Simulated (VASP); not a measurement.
# SiCN (Pnma) in VASP: single point with PBE

Aim: the single point of SiCN with PBE.

Program: VASP 6.6.1. These are calculated values, not measurements. Logs are shortened: lines on timing, memory, paths and dates and some standing lists are left out, and cuts for length are marked.

## (1) The cell of the first run

It takes space group Pnma (No. 62, orthorhombic). Conventional cell: a = 5.199 Å, b = 2.547 Å, c = 6.184 Å, α = 90.00°, β = 90.00°, γ = 90.00°. Si (site symmetry m) has 3 C at 1.53 to 1.75 Å and 2 N at 1.89 Å within 2.0 Å. Within 2.0 Å of C (site symmetry m) lie 3 Si at 1.53 to 1.75 Å. Within 2.5 Å of N (site symmetry m) lie 4 Si at 1.89 to 2.31 Å and 5 C at 2.21 to 2.33 Å.

## (2) Single point, PBE, collinear spin, ferromagnetic start

The input, INCAR:

```
PREC = Accurate
ENCUT = 520
EDIFF = 1E-6
ISMEAR = 0
SIGMA = 0.1
LREAL = F
LASPH = T
NELM = 150
ALGO = Normal
ISIF = 2
LWAVE = F
LCHARG = F
ISPIN = 2
MAGMOM = 0 0 0 0 1 1 1 1 1 1 1 1
LORBIT = 11
GGA = PE
NBANDS = 42
```

The input, KPOINTS:

```
Automatic mesh
0
Gamma
  4 8 4
```

The input, POSCAR:

```
SiCN
1.0
    5.1986177381      0.0000000000      0.0000000000
    0.0000000000      2.5472614594      0.0000000000
    0.0000000000      0.0000000000      6.1844569086
Si C N
4 4 4
Direct
    0.1180000000      0.2500000000      0.8700000000
    0.8820000000      0.7500000000      0.1300000000
    0.6180000000      0.2500000000      0.6300000000
    0.3820000000      0.7500000000      0.3700000000
    0.8350000000      0.2500000000      0.9400000000
    0.1650000000      0.7500000000      0.0600000000
    0.3350000000      0.2500000000      0.5600000000
    0.6650000000      0.7500000000      0.4400000000
    0.5150000000      0.2500000000      0.1750000000
    0.4850000000      0.7500000000      0.8250000000
    0.0150000000      0.2500000000      0.3250000000
    0.9850000000      0.7500000000      0.6750000000
```

Potentials or basis: VASP PAW PBE potentials, release 64 (Si, C, N).

Run with:

```
cat potpaw_PBE.64/Si/POTCAR potpaw_PBE.64/C/POTCAR potpaw_PBE.64/N/POTCAR > POTCAR
mpirun -np 1 vasp_std > vasp.out
```

OUTCAR:

```text
PREC = Accurate
   ENCUT = 520
   EDIFF = 1E-6
   ISMEAR = 0
   LREAL = F
   LASPH = T
   NELM = 150
   ISIF = 2
   ISPIN = 2
   LORBIT = 11
   GGA = PE

 ion  position               nearest neighbor table
   1  0.118  0.250  0.870-   5 1.53   6 1.75   6 1.75  12 1.89  12 1.89   7 2.22  10 2.31  10 2.31
                             2 2.39   2 2.39   3 2.99   3 2.99
   2  0.882  0.750  0.130-   6 1.53   5 1.75   5 1.75  11 1.89  11 1.89   8 2.22   9 2.31   9 2.31
                             1 2.39   1 2.39   4 2.99   4 2.99
   3  0.618  0.250  0.630-   7 1.53   8 1.75   8 1.75  10 1.89  10 1.89   5 2.22  12 2.31  12 2.31
                             4 2.39   4 2.39   1 2.99   1 2.99
   4  0.382  0.750  0.370-   8 1.53   7 1.75   7 1.75   9 1.89   9 1.89   6 2.22  11 2.31  11 2.31
                             3 2.39   3 2.39   2 2.99   2 2.99
   5  0.835  0.250  0.940-   1 1.53   2 1.75   2 1.75   3 2.22
   6  0.165  0.750  0.060-   2 1.53   1 1.75   1 1.75   4 2.22
   7  0.335  0.250  0.560-   3 1.53   4 1.75   4 1.75   1 2.22
   8  0.665  0.750  0.440-   4 1.53   3 1.75   3 1.75   2 2.22
   9  0.515  0.250  0.175-   4 1.89   4 1.89   2 2.31   2 2.31
  10  0.485  0.750  0.825-   3 1.89   3 1.89   1 2.31   1 2.31
  11  0.015  0.250  0.325-   2 1.89   2 1.89   4 2.31   4 2.31
  12  0.985  0.750  0.675-   1 1.89   1 1.89   3 2.31   3 2.31

  LATTYP: Found a simple orthorhombic cell.
 ALAT       =     2.5472614594
 B/A-ratio  =     2.0408653846
 C/A-ratio  =     2.4278846154

  Lattice vectors:

 A1 = (   0.0000000000,  -2.5472614594,   0.0000000000)
 A2 = (   5.1986177381,   0.0000000000,   0.0000000000)
 A3 = (   0.0000000000,   0.0000000000,   6.1844569086)

Analysis of symmetry for initial positions (statically):
=====================================================================
 Subroutine PRICEL returns:
 Original cell was already a primitive cell.

 Routine SETGRP: Setting up the symmetry group for a
 simple orthorhombic supercell.

 Subroutine GETGRP returns: Found  8 space group operations
 (whereof  2 operations were pure point group operations)
 out of a pool of  8 trial point group operations.

The static configuration has the point symmetry S_2 .
 The point group associated with its full space group is D_2h.

Analysis of symmetry for dynamics (positions and initial velocities):
=====================================================================
 Subroutine PRICEL returns:
 Original cell was already a primitive cell.

 Routine SETGRP: Setting up the symmetry group for a
 simple orthorhombic supercell.

 Subroutine GETGRP returns: Found  8 space group operations
 (whereof  2 operations were pure point group operations)
 out of a pool of  8 trial point group operations.

The dynamic configuration has the point symmetry S_2 .
 The point group associated with its full space group is D_2h.

Analysis of structural, dynamic, and magnetic symmetry:
=====================================================================
 Subroutine PRICEL returns:
 Original cell was already a primitive cell.

 Routine SETGRP: Setting up the symmetry group for a
 simple orthorhombic supercell.

 Subroutine GETGRP returns: Found  8 space group operations
 (whereof  2 operations were pure point group operations)
 out of a pool of  8 trial point group operations.

The overall configuration has the point symmetry S_2 .
 The point group associated with its full space group is D_2h.

 Subroutine INISYM returns: Found  8 space group operations
 (whereof  2 operations are pure point group operations),
 and found     1 'primitive' translations

----------------------------------------------------------------------------------------

                                     Primitive cell

  volume of cell :      81.8961

  direct lattice vectors                    reciprocal lattice vectors
     5.198617738  0.000000000  0.000000000     0.192358825  0.000000000  0.000000000
     0.000000000  2.547261459  0.000000000     0.000000000  0.392578467  0.000000000
     0.000000000  0.000000000  6.184456909     0.000000000  0.000000000  0.161695686

  length of vectors
     5.198617738  2.547261459  6.184456909     0.192358825  0.392578467  0.161695686

  position of ions in fractional coordinates (direct lattice)
     0.118000000  0.250000000  0.870000000
     0.882000000  0.750000000  0.130000000
     0.618000000  0.250000000  0.630000000
     0.382000000  0.750000000  0.370000000
     0.835000000  0.250000000  0.940000000
     0.165000000  0.750000000  0.060000000
     0.335000000  0.250000000  0.560000000
     0.665000000  0.750000000  0.440000000
     0.515000000  0.250000000  0.175000000
     0.485000000  0.750000000  0.825000000
     0.015000000  0.250000000  0.325000000
     0.985000000  0.750000000  0.675000000

  ion indices of the primitive-cell ions
   primitive index   ion index
                 1           1
                 2           2
                 3           3
[... 41 lines left out ...]
  0.000000  0.125000  0.000000      2.000000
  0.250000  0.125000  0.000000      4.000000
  0.500000  0.125000  0.000000      2.000000
[... 16 lines left out ...]
  0.250000  0.250000  0.250000      8.000000
  0.500000  0.250000  0.250000      4.000000
 [... further k-points ...]
   k-points           NKPTS =     45   k-points in BZ     NKDIM =     45   number of bands    NBANDS=     42
   number of dos      NEDOS =    301   number of ions     NIONS =     12
   total plane-waves  NPLWV =  38400
   dimension x,y,z NGX =    40 NGY =   20 NGZ =   48
   dimension x,y,z NGXF=    80 NGYF=   40 NGZF=   96
   ions per type =               4   4   4
   NGX,Y,Z   is equivalent  to a cutoff of  12.79, 13.05, 12.90 a.u.
   NGXF,Y,Z  is equivalent  to a cutoff of  25.58, 26.11, 25.81 a.u.
 SYSTEM =  unknown system
   PREC   = accura    normal or accurate (medium, high low for compatibility)
   ISTART =      0    job   : 0-new  1-cont  2-samecut
   ICHARG =      2    charge: 1-file 2-atom 10-const
   ISPIN  =      2    spin polarized calculation?
   LNONCOLLINEAR =      F non collinear calculations
   LSORBIT =      F    spin-orbit coupling
   LASPH  =      T    aspherical Exc in radial PAW
   ENCUT  =  520.0 eV  38.22 Ry    6.18 a.u.   9.67  4.74 11.50*2*pi/ulx,y,z
   NELM   =    150;   NELMIN=  2; NELMDL= -5     # of ELM steps
   EDIFF  = 0.1E-05   stopping-criterion for ELM
   LREAL  =      F    real-space projection
   EDIFFG = 0.1E-04   stopping-criterion for IOM
   NSW    =      0    number of steps for IOM
   IBRION =     -1    ionic relax: 0-MD 1-quasi-New 2-CG
   NFREE  =      0    steps in history (QN), initial steepest desc. (CG)
   ISIF   =      2    stress and relaxation
   ISYM   =      2    0-nonsym 1-usesym 2-fastsym
   POTIM  = 0.5000    time-step for ionic-motion
   TEBEG  =    0.0;   TEEND  =   0.0 temperature during run
   PSTRESS=    0.0 pullay stress
   NELECT =      52.0000    total number of electrons
   NUPDOWN=      -1.0000    fix difference up-down
   EMIN   =  10.00;   EMAX   =-10.00  energy-range for DOS
   EFERMI =   0.00;   METHOD = LEGACY
   ISMEAR =     0;   SIGMA  =   0.10  broadening in eV -4-tet -1-fermi 0-gaus
   EFERMI_NEDOS =   21; number of points for ismear=-14 and -15
   IALGO  =     38    algorithm
   IMIX   =      4    mixing-type and parameters
     AMIX     =   0.40;   BMIX     =  1.00
     AMIX_MAG =   1.60;   BMIX_MAG =  1.00
  volume/ion in A,a.u.               =       6.82        46.06
  Fermi-wavevector in a.u.,A,eV,Ry     =   1.407089  2.659013 26.938174  1.979900
  Thomas-Fermi vector in A             =   2.529384
   LORBIT       =     11    0 simple, 1 ext, 2 COOP (PROOUT), +10 PAW based schemes
   GGA     = PE    functional components
   LHFCALC =     F    Hartree Fock is set to
   AEXX    =    0.0000 exact exchange contribution
   IVDW    =     0    specifies the selected vdW correction
   LEPSILON=     F    determine dielectric tensor
   LRPA    =     F    only Hartree local field effects (RPA)
 spin polarized calculation
 Gauss-broadening in eV      SIGMA  =   0.10
  energy-cutoff  :      520.00
  volume of cell :       81.90
 maximum number of plane-waves:      2222
 NGX is ok and might be reduce to    40
   NGX = 19   NGY =  9   NGZ = 23

 number of electron      52.0000003 magnetization      -0.0185248

 number of electron      52.0000003 magnetization       0.0024042

 Free energy of the ion-electron system (eV)
  ---------------------------------------------------
  ext. energy  EPLUGINS =         0.00000000
  ---------------------------------------------------
  free energy    TOTEN  =       -55.98441899 eV

  energy without entropy =      -55.96190947  energy(sigma->0) =      -55.97316423

 E-fermi :  11.9228     XC(G=0): -13.2812

 val. band max:       11.9092038345   @ k =   0.0000   0.0000   0.5000
 cond. band min:      11.9279850180   @ k =   0.2500   0.0000   0.5000
 fundamental gap:      0.0187811835
 Fermi energy:        11.9228209446

 spin component 1

 k-point     1 :       0.0000    0.0000    0.0000
  band No.  band energies     occupation
      1      -9.3394      1.00000
      2      -7.2964      1.00000
      3      -6.2913      1.00000
      4      -4.2833      1.00000
      5      -3.9038      1.00000
      6      -2.5291      1.00000
[... 973 lines left out ...]
     37      22.6752      0.00000
     38      22.6752      0.00000

 [... further k-points ...]

 spin component 2

 k-point     1 :       0.0000    0.0000    0.0000
  band No.  band energies     occupation
      1      -9.3391      1.00000
      2      -7.2961      1.00000
      3      -6.2910      1.00000
      4      -4.2829      1.00000
      5      -3.9034      1.00000
      6      -2.5288      1.00000
[... 973 lines left out ...]
     37      22.6755      0.00000
     38      22.6755      0.00000

 [... further k-points ...]

 [bands above 38 left out]

------------------------ aborting loop because EDIFF is reached ----------------------------------------

  FORCE on cell =-STRESS in cart. coord.  units (eV):
  Direction    XX          YY          ZZ          XY          YZ          ZX
  --------------------------------------------------------------------------------------
  -------------------------------------------------------------------------------------
  Total       94.6052041     51.4633395     43.1038658      0.0000000      0.0000000      0.0000000
  in kB     1850.8133885   1006.8054795    843.2645187      0.0000000      0.0000000      0.0000000
  external PRESSURE =    1233.6277956 kB  Pullay stress =       0.0000000 kB

 VOLUME and BASIS-vectors are now :
 -----------------------------------------------------------------------------
  energy-cutoff  :      520.00
  volume of cell :       81.90
      direct lattice vectors                 reciprocal lattice vectors
     5.198617738  0.000000000  0.000000000     0.192358825  0.000000000  0.000000000
     0.000000000  2.547261459  0.000000000     0.000000000  0.392578467  0.000000000
     0.000000000  0.000000000  6.184456909     0.000000000  0.000000000  0.161695686

 POSITION                                       TOTAL-FORCE (eV/Angst)
 -----------------------------------------------------------------------------------
      0.61344      0.63682      5.38048        11.852909     -0.000000     -9.690323
      4.58518      1.91045      0.80398       -11.852909      0.000000      9.690323
      3.21275      0.63682      3.89621        11.852909      0.000000      9.690323
      1.98587      1.91045      2.28825       -11.852909      0.000000     -9.690323
      4.34085      0.63682      5.81339       -13.914363     -0.000000     -0.978959
      0.85777      1.91045      0.37107        13.914363     -0.000000      0.978959
      1.74154      0.63682      3.46330       -13.914363     -0.000000      0.978959
      3.45708      1.91045      2.72116        13.914363      0.000000     -0.978959
      2.67729      0.63682      1.08228        -2.084483     -0.000000      1.030960
      2.52133      1.91045      5.10218         2.084483     -0.000000     -1.030960
      0.07798      0.63682      2.00995        -2.084483     -0.000000     -1.030960
      5.12064      1.91045      4.17451         2.084483     -0.000000      1.030960
 -----------------------------------------------------------------------------------
    total drift:                               -0.000000      0.000000     -0.000000

  FREE ENERGIE OF THE ION-ELECTRON SYSTEM (eV)
  ---------------------------------------------------
  free  energy   TOTEN  =       -55.9844189895 eV

  energy  without entropy=      -55.9619094680  energy(sigma->0) =      -55.97316423

 total charge

# of ion       s       p       d       tot
------------------------------------------
    1        0.742   1.151   0.000   1.894
    2        0.742   1.151   0.000   1.894
    3        0.742   1.151   0.000   1.894
    4        0.742   1.151   0.000   1.894
    5        0.991   1.728   0.000   2.719
    6        0.991   1.728   0.000   2.719
    7        0.991   1.728   0.000   2.719
    8        0.991   1.728   0.000   2.719
    9        1.354   2.282   0.000   3.636
   10        1.354   2.282   0.000   3.636
   11        1.354   2.282   0.000   3.636
   12        1.354   2.282   0.000   3.636
--------------------------------------------------
tot         12.349  20.646   0.000  32.995

 magnetization (x)

# of ion       s       p       d       tot
------------------------------------------
    1        0.000   0.000   0.000   0.000
    2        0.000   0.000   0.000   0.000
    3        0.000   0.000   0.000   0.000
    4        0.000   0.000   0.000   0.000
    5       -0.000   0.000   0.000   0.000
    6       -0.000   0.000   0.000   0.000
    7       -0.000   0.000   0.000   0.000
    8       -0.000   0.000   0.000   0.000
    9        0.000   0.000   0.000   0.000
   10        0.000   0.000   0.000   0.000
   11        0.000   0.000   0.000   0.000
   12        0.000   0.000   0.000   0.000
--------------------------------------------------
tot         -0.000   0.001   0.000   0.001
```

Run time: 3.8 min. Hardware: 1 thread of Intel Xeon Platinum 8375C at 2.90GHz (Ice Lake), shared host; peak memory 0.35 GiB.

What came out:

```
Free energy                                           : -55.9844 eV
Pressure                                              : 123.4 GPa
Largest force                                         : 15.310 eV/Å
Band gap on the k mesh                                : zero (filled and empty bands overlap)
Net moment                                            : 0.00 μB per cell
Valence electrons inside the program's atomic spheres : Si 1.89; C 2.72; N 3.64
```

Forces on the atoms (eV/Å):
```
Si   11.853   0.000  -9.690
Si  -11.853   0.000   9.690
Si   11.853   0.000   9.690
Si  -11.853   0.000  -9.690
C   -13.914   0.000  -0.979
C    13.914   0.000   0.979
C   -13.914   0.000   0.979
C    13.914   0.000  -0.979
N    -2.084   0.000   1.031
N     2.084   0.000  -1.031
N    -2.084   0.000  -1.031
N     2.084   0.000   1.031
```

Caveat: forces of over 1 eV/Å act on the atoms, so gaps and moduli don't describe the material at rest.
